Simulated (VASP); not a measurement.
# NaCl (Pm-3m) in VASP: a series of runs, part 2 of 2

VASP 6.6.1.

**3. Single point, PBE (volume scaled by 0.960)**

File INCAR:

```
SYSTEM = NaCl
PREC = Accurate ; ENCUT = 520
EDIFF = 1E-6 ; ISMEAR = 0
SIGMA = 0.05 ; LREAL = .FALSE.
LASPH = .TRUE. ; NELM = 100
ALGO = Normal ; ISIF = 2
LWAVE = .FALSE. ; LCHARG = .FALSE.
GGA = PE ; NBANDS = 14
```

File KPOINTS:

```
Automatic mesh
0
G
  8 8 8
  0 0 0
```

File POSCAR:

```
NaCl
1.0
    3.4594576539      0.0000000000      0.0000000000
    0.0000000000      3.4594576539      0.0000000000
    0.0000000000      0.0000000000      3.4594576539
Na Cl
1 1
Direct
    0.0000000000      0.0000000000      0.0000000000
    0.5000000000      0.5000000000      0.5000000000
```

Potentials or basis: VASP PAW PBE potentials, release 64 (Na_pv, Cl).

Run with:

```console
cat potpaw_PBE.64/Na_pv/POTCAR potpaw_PBE.64/Cl/POTCAR > POTCAR
mpirun -np 1 vasp_std > vasp.out
```

OUTCAR:

```text
SYSTEM = NaCl
   PREC = Accurate
   ENCUT = 520
   EDIFF = 1E-6
   ISMEAR = 0
   LREAL = .FALSE.
   LASPH = .TRUE.
   NELM = 100
   ISIF = 2
   GGA = PE

 ion  position               nearest neighbor table
   1  0.000  0.000  0.000-
   2  0.500  0.500  0.500-

  LATTYP: Found a simple cubic cell.
 ALAT       =     3.4594576539

  Lattice vectors:

 A1 = (   3.4594576539,   0.0000000000,   0.0000000000)
 A2 = (   0.0000000000,   3.4594576539,   0.0000000000)
 A3 = (   0.0000000000,   0.0000000000,   3.4594576539)

Analysis of symmetry for initial positions (statically):
=====================================================================
 Subroutine PRICEL returns:
 Original cell was already a primitive cell.

 Routine SETGRP: Setting up the symmetry group for a
 simple cubic supercell.

 Subroutine GETGRP returns: Found 48 space group operations
 (whereof 48 operations were pure point group operations)
 out of a pool of 48 trial point group operations.

The static configuration has the point symmetry O_h .

Analysis of symmetry for dynamics (positions and initial velocities):
=====================================================================
 Subroutine PRICEL returns:
 Original cell was already a primitive cell.

 Routine SETGRP: Setting up the symmetry group for a
 simple cubic supercell.

 Subroutine GETGRP returns: Found 48 space group operations
 (whereof 48 operations were pure point group operations)
 out of a pool of 48 trial point group operations.

The dynamic configuration has the point symmetry O_h .

 Subroutine INISYM returns: Found 48 space group operations
 (whereof 48 operations are pure point group operations),
 and found     1 'primitive' translations

----------------------------------------------------------------------------------------

                                     Primitive cell

  volume of cell :      41.4023
[... 112 lines left out ...]
  Thomas-Fermi vector in A             =   2.277239
   LORBIT       =      0    0 simple, 1 ext, 2 COOP (PROOUT), +10 PAW based schemes
   GGA     = PE    functional components
   LHFCALC =     F    Hartree Fock is set to
   AEXX    =    0.0000 exact exchange contribution
   IVDW    =     0    specifies the selected vdW correction
   LEPSILON=     F    determine dielectric tensor
   LRPA    =     F    only Hartree local field effects (RPA)
 non-spin polarized calculation
 Gauss-broadening in eV      SIGMA  =   0.05
  energy-cutoff  :      520.00
  volume of cell :       41.40
 maximum number of plane-waves:      1141
 NGX is ok and might be reduce to    28
   NGX = 13   NGY = 13   NGZ = 13

 number of electron      13.9999999 magnetization

 Free energy of the ion-electron system (eV)
  ---------------------------------------------------
  ext. energy  EPLUGINS =         0.00000000
  ---------------------------------------------------
  free energy    TOTEN  =        -6.46275697 eV

  energy without entropy =       -6.46275697  energy(sigma->0) =       -6.46275697

 E-fermi :   0.8889     XC(G=0):  -8.5930

 val. band max:        0.6854992475   @ k =   0.5000   0.5000   0.0000
 cond. band min:       4.7905658303   @ k =   0.0000   0.0000   0.0000
 fundamental gap:      4.1050665828
 Fermi energy:         0.8888536334

 k-point     1 :       0.0000    0.0000    0.0000
  band No.  band energies     occupation
      1     -21.3527      2.00000
      2     -21.3527      2.00000
      3     -21.3527      2.00000
      4     -12.8218      2.00000
      5       0.1642      2.00000
      6       0.1642      2.00000
      7       0.1642      2.00000
      8       4.7906      0.00000
      9       9.2242      0.00000
     10       9.2242      0.00000
     11      16.7257      0.00000
     12      16.7292      0.00000
     13      16.7293      0.00000
     14      16.7294      0.00000
[... 377 lines left out ...]
      1     -21.3897      2.00000
      2     -21.3823      2.00000
      3     -21.3510      2.00000
      4     -12.1413      2.00000
      5      -1.7619      2.00000
      6      -1.3943      2.00000
      7       0.2901      2.00000
      8       6.7844      0.00000
      9      10.2438      0.00000
     10      10.5592      0.00000
     11      11.8779      0.00000
     12      14.3938      0.00000
     13      14.4449      0.00000
     14      17.4137      0.00000

 [... further k-points ...]
[... 5 lines left out ...]
  --------------------------------------------------------------------------------------
  -------------------------------------------------------------------------------------
  Total        0.2858774      0.2858774      0.2858774      0.0000000      0.0000000     -0.0000000
  in kB       11.0628331     11.0628331     11.0628331      0.0000000      0.0000000     -0.0000000
  external PRESSURE =      11.0628331 kB  Pullay stress =       0.0000000 kB

 VOLUME and BASIS-vectors are now :
 -----------------------------------------------------------------------------
  energy-cutoff  :      520.00
  volume of cell :       41.40
      direct lattice vectors                 reciprocal lattice vectors
     3.459457654  0.000000000  0.000000000     0.289062651  0.000000000  0.000000000
     0.000000000  3.459457654  0.000000000     0.000000000  0.289062651  0.000000000
     0.000000000  0.000000000  3.459457654     0.000000000  0.000000000  0.289062651

 POSITION                                       TOTAL-FORCE (eV/Angst)
 -----------------------------------------------------------------------------------
      0.00000      0.00000      0.00000         0.000000      0.000000      0.000000
      1.72973      1.72973      1.72973         0.000000      0.000000      0.000000
 -----------------------------------------------------------------------------------
    total drift:                               -0.000000      0.000000      0.000000

  FREE ENERGIE OF THE ION-ELECTRON SYSTEM (eV)
  ---------------------------------------------------
  free  energy   TOTEN  =        -6.4627569676 eV

  energy  without entropy=       -6.4627569676  energy(sigma->0) =       -6.46275697
```

It took 16 s on 1 thread of Intel Xeon 6975P-C (Granite Rapids), shared host; peak memory 0.15 GiB.

Results:

- Free energy: -6.4628 eV
- Pressure: 1.1 GPa
- Band gap on the k mesh: 4.11 eV, indirect (least direct gap 4.63 eV)

Caveat: the cell differs from its parent crystal (volume scaled by 0.960). A k mesh can miss the band edges.

**4. Single point, PBE**

This run uses another cell than the first one, of 21.48 Å³/atom, 1.083 times its volume.

File INCAR:

```
ALGO = Normal
EDIFF = 1E-6
ENCUT = 520
GGA = PE
ISIF = 2
ISMEAR = 0
LASPH = T
LCHARG = F
LREAL = F
LWAVE = F
NBANDS = 14
NELM = 60
PREC = Accurate
SIGMA = 0.05
```

File KPOINTS:

```
k-points
0
Gamma
  8 8 8
```

File POSCAR:

```
NaCl
1.0
    3.5021900000      0.0000000000      0.0000000000
    0.0000000000      3.5021900000      0.0000000000
    0.0000000000      0.0000000000      3.5021900000
Na Cl
1 1
Direct
    0.0000000000      0.0000000000      0.0000000000
    0.5000000000      0.5000000000      0.5000000000
```

Potentials or basis: VASP PAW PBE potentials, release 64 (Na_pv, Cl).

Run with:

```console
cat potpaw_PBE.64/Na_pv/POTCAR potpaw_PBE.64/Cl/POTCAR > POTCAR
mpirun -np 1 vasp_std > vasp.out
```

OUTCAR:

```text
EDIFF = 1E-6
   ENCUT = 520
   GGA = PE
   ISIF = 2
   ISMEAR = 0
   LASPH = T
   LREAL = F
   NELM = 60
   PREC = Accurate

 ion  position               nearest neighbor table
   1  0.000  0.000  0.000-
   2  0.500  0.500  0.500-

  LATTYP: Found a simple cubic cell.
 ALAT       =     3.5021900000

  Lattice vectors:

 A1 = (   3.5021900000,   0.0000000000,   0.0000000000)
 A2 = (   0.0000000000,   3.5021900000,   0.0000000000)
 A3 = (   0.0000000000,   0.0000000000,   3.5021900000)

[... 582 lines left out ...]
      8       6.5045      0.00000
      9       9.8359      0.00000
     10      10.1830      0.00000
     11      11.5204      0.00000
     12      13.9635      0.00000
     13      13.9803      0.00000
     14      16.8119      0.00000

 [... further k-points ...]
[... 5 lines left out ...]
  --------------------------------------------------------------------------------------
  -------------------------------------------------------------------------------------
  Total        0.0151079      0.0151079      0.0151079     -0.0000000     -0.0000000      0.0000000
  in kB        0.5635027      0.5635027      0.5635027     -0.0000000     -0.0000000      0.0000000
  external PRESSURE =       0.5635027 kB  Pullay stress =       0.0000000 kB

 VOLUME and BASIS-vectors are now :
 -----------------------------------------------------------------------------
  energy-cutoff  :      520.00
  volume of cell :       42.96
      direct lattice vectors                 reciprocal lattice vectors
     3.502190000  0.000000000  0.000000000     0.285535622  0.000000000  0.000000000
     0.000000000  3.502190000  0.000000000     0.000000000  0.285535622  0.000000000
     0.000000000  0.000000000  3.502190000     0.000000000  0.000000000  0.285535622

 POSITION                                       TOTAL-FORCE (eV/Angst)
 -----------------------------------------------------------------------------------
      0.00000      0.00000      0.00000         0.000000      0.000000      0.000000
      1.75110      1.75110      1.75110         0.000000      0.000000      0.000000
 -----------------------------------------------------------------------------------
    total drift:                               -0.000000      0.000000      0.000000

  FREE ENERGIE OF THE ION-ELECTRON SYSTEM (eV)
  ---------------------------------------------------
  free  energy   TOTEN  =        -6.4687170336 eV

  energy  without entropy=       -6.4687170336  energy(sigma->0) =       -6.46871703
```

It took 16 s on 1 thread of Intel Xeon 6975P-C (Granite Rapids), shared host; peak memory 0.16 GiB.

What came out:

* Free energy: -6.4687 eV
* Pressure: 0.1 GPa
* Band gap on the k mesh: 3.98 eV, indirect (least direct gap 4.47 eV)

A k mesh can miss the band edges.

**5. Single point, PBE**

This run uses another cell than the first one, of 21.56 Å³/atom, 1.087 times its volume.

File INCAR:

```
  PREC = Accurate
  ENCUT = 520
  EDIFF = 1E-6
  ISMEAR = 0
  SIGMA = 0.05
  LREAL = False
  LASPH = True
  NELM = 60
  ALGO = Normal
  ISIF = 2
  LWAVE = False
  LCHARG = True
  GGA = PE
  LELF = True
  LVHAR = True
  NBANDS = 14
```

File KPOINTS:

```
regular mesh
0
Gamma
  8 8 8
```

File POSCAR:

```
NaCl
1.0
    3.5068533744      0.0000000000      0.0000000000
    0.0000000000      3.5068533744      0.0000000000
    0.0000000000      0.0000000000      3.5068533744
Na Cl
1 1
Direct
    0.0000000000      0.0000000000      0.0000000000
    0.5000000000      0.5000000000      0.5000000000
```

Run with:

```console
cat potpaw_PBE.64/Na_pv/POTCAR potpaw_PBE.64/Cl/POTCAR > POTCAR
mpirun -np 1 vasp_std > vasp.out
```

Wall time 16 s (1 thread of Intel Xeon 6975P-C (Granite Rapids), shared host); peak memory 0.15 GiB.

It converged, with:

- Free energy: -6.4688 eV
- Pressure: 0.0 GPa
- Band gap on the k mesh: 3.97 eV, indirect (least direct gap 4.45 eV)

Levels at points of the mesh, in eV from the valence-band top:
```tsv
k point	band 4	band 5	band 6	band 7	band 8	band 9	band 10	band 11
(0.00, 0.00, 0.00)	-13.36	-0.49	-0.49	-0.49	3.97	8.58	8.58	15.65
(0.50, 0.00, 0.00)	-13.01	-2.92	-0.25	-0.25	6.91	8.54	10.51	11.83
(0.50, 0.50, 0.00)	-12.75	-2.25	-2.25	0.00	5.54	9.87	11.00	11.00
(0.50, 0.50, 0.50)	-12.48	-1.83	-1.83	-1.83	7.12	7.12	7.12	11.62
```

**6. Single point, PBE (volume scaled by 1.040)**

File INCAR:

```
ALGO = Normal
EDIFF = 1E-6
ENCUT = 520
GGA = PE
ISIF = 2
ISMEAR = 0
LASPH = True
LCHARG = False
LREAL = False
LWAVE = False
NBANDS = 14
NELM = 80
PREC = Accurate
SIGMA = 0.05
```

File KPOINTS:

```
k-points
0
Gamma
  8 8 8
```

File POSCAR:

```
NaCl
1.0
    3.5530014741      0.0000000000      0.0000000000
    0.0000000000      3.5530014741      0.0000000000
    0.0000000000      0.0000000000      3.5530014741
Na Cl
1 1
Direct
    0.0000000000      0.0000000000      0.0000000000
    0.5000000000      0.5000000000      0.5000000000
```

Potentials or basis: VASP PAW PBE potentials, release 64 (Na_pv, Cl).

Run with:

```console
cat potpaw_PBE.64/Na_pv/POTCAR potpaw_PBE.64/Cl/POTCAR > POTCAR
mpirun -np 1 vasp_std > vasp.out
```

OUTCAR:

```text
EDIFF = 1E-6
   ENCUT = 520
   GGA = PE
   ISIF = 2
   ISMEAR = 0
   LASPH = True
   LREAL = False
   NELM = 80
   PREC = Accurate

 ion  position               nearest neighbor table
   1  0.000  0.000  0.000-
   2  0.500  0.500  0.500-

  LATTYP: Found a simple cubic cell.
 ALAT       =     3.5530014741

  Lattice vectors:

 A1 = (   3.5530014741,   0.0000000000,   0.0000000000)
 A2 = (   0.0000000000,   3.5530014741,   0.0000000000)
[... 582 lines left out ...]
      6      -1.7000      2.00000
      7      -0.2083      2.00000
      8       6.1841      0.00000
      9       9.3716      0.00000
     10       9.7521      0.00000
     11      11.1123      0.00000
     12      13.4587      0.00000
     13      13.4817      0.00000
     14      16.1302      0.00000

 [... further k-points ...]
[... 5 lines left out ...]
  --------------------------------------------------------------------------------------
  -------------------------------------------------------------------------------------
  Total       -0.2699773     -0.2699773     -0.2699773     -0.0000000     -0.0000000      0.0000000
  in kB       -9.6438772     -9.6438772     -9.6438772     -0.0000000     -0.0000000      0.0000000
  external PRESSURE =      -9.6438772 kB  Pullay stress =       0.0000000 kB

 VOLUME and BASIS-vectors are now :
 -----------------------------------------------------------------------------
  energy-cutoff  :      520.00
  volume of cell :       44.85
      direct lattice vectors                 reciprocal lattice vectors
     3.553001474  0.000000000  0.000000000     0.281452177  0.000000000  0.000000000
     0.000000000  3.553001474  0.000000000     0.000000000  0.281452177  0.000000000
     0.000000000  0.000000000  3.553001474     0.000000000  0.000000000  0.281452177

 POSITION                                       TOTAL-FORCE (eV/Angst)
 -----------------------------------------------------------------------------------
      0.00000      0.00000      0.00000         0.000000      0.000000      0.000000
      1.77650      1.77650      1.77650         0.000000      0.000000      0.000000
 -----------------------------------------------------------------------------------
    total drift:                               -0.000000      0.000000      0.000000

  FREE ENERGIE OF THE ION-ELECTRON SYSTEM (eV)
  ---------------------------------------------------
  free  energy   TOTEN  =        -6.4636846346 eV

  energy  without entropy=       -6.4636846346  energy(sigma->0) =       -6.46368463
```

OSZICAR:

```text
N       E                     dE             d eps       ncg     rms          rms(c)
DAV:   1     0.103310954983E+03    0.10331E+03   -0.71294E+03   998   0.101E+03
DAV:   2     0.130611601117E+01   -0.10200E+03   -0.92539E+02  1100   0.285E+02
DAV:   3    -0.660435268178E+01   -0.79105E+01   -0.78629E+01  1280   0.712E+01
DAV:   4    -0.673030802590E+01   -0.12596E+00   -0.12592E+00  1088   0.983E+00
DAV:   5    -0.673312912380E+01   -0.28211E-02   -0.28210E-02  1332   0.146E+00    0.225E+00
DAV:   6    -0.649447125601E+01    0.23866E+00   -0.33435E-01  1252   0.339E+00    0.161E+00
DAV:   7    -0.646371868356E+01    0.30753E-01   -0.91592E-02  1370   0.176E+00    0.112E+00
DAV:   8    -0.646379277088E+01   -0.74087E-04   -0.11404E-02  1034   0.940E-01    0.395E-01
DAV:   9    -0.646359297494E+01    0.19980E-03   -0.40929E-04  1256   0.151E-01    0.204E-01
DAV:  10    -0.646368767172E+01   -0.94697E-04   -0.27981E-04  1058   0.115E-01    0.337E-02
DAV:  11    -0.646368473072E+01    0.29410E-05   -0.10320E-05  1190   0.279E-02    0.135E-02
DAV:  12    -0.646368463463E+01    0.96088E-07   -0.30158E-06  1070   0.132E-02
   1 F= -.64636846E+01 E0= -.64636846E+01  d E =-.250982E-22
```

stdout:

```text
POSCAR found type information on POSCAR NaCl
 POSCAR found :  2 types and       2 ions
 scaLAPACK will be used
 LDA part: xc-table for (Slater+PW92), standard interpolation
 POSCAR, INCAR and KPOINTS ok, starting setup
 FFT: planning ... GRIDC
 FFT: planning ... GRID_SOFT
 FFT: planning ... GRID
 WAVECAR not read
 entering main loop
```

Wall time 14 s (1 thread of Intel Xeon 6975P-C (Granite Rapids), shared host); peak memory 0.16 GiB.

Results:

```
Free energy            : -6.4637 eV
Pressure               : -1.0 GPa
Band gap on the k mesh : 3.84 eV, indirect (least direct gap 4.30 eV)
```

Levels at points of the mesh, in eV from the valence-band top:
| k point | band 4 | band 5 | band 6 | band 7 | band 8 | band 9 | band 10 | band 11 |
| --- | --- | --- | --- | --- | --- | --- | --- | --- |
| (0.00, 0.00, 0.00) | -13.23 | -0.46 | -0.46 | -0.46 | 3.84 | 8.62 | 8.62 | 15.29 |
| (0.50, 0.00, 0.00) | -12.92 | -2.75 | -0.24 | -0.24 | 6.79 | 8.27 | 10.52 | 11.73 |
| (0.50, 0.50, 0.00) | -12.68 | -2.11 | -2.11 | 0.00 | 5.54 | 9.79 | 10.74 | 10.74 |
| (0.50, 0.50, 0.50) | -12.43 | -1.72 | -1.72 | -1.72 | 7.12 | 7.12 | 7.12 | 11.31 |

Caveat: the cell differs from its parent crystal (volume scaled by 1.040).

**7. The runs side by side**

```csv
cell,gap on the mesh (eV),pressure (GPa)
"a = 3.411 Å, 2 atoms",4.26,2.6
"a = 3.459 Å, 2 atoms",4.11,1.1
"a = 3.502 Å, 2 atoms",3.98,0.1
"a = 3.507 Å, 2 atoms",3.97,0.0
"a = 3.553 Å, 2 atoms",3.84,-1.0
```

Alike in all rows: task single point; level PBE; potentials or basis VASP PAW PBE potentials, release 64 (Na_pv, Cl); no spin polarisation; k mesh 8 × 8 × 8; cutoff (eV) 520; smearing gaussian 0.05 eV.

Absolute energies hang on the potentials; compare differences alone.
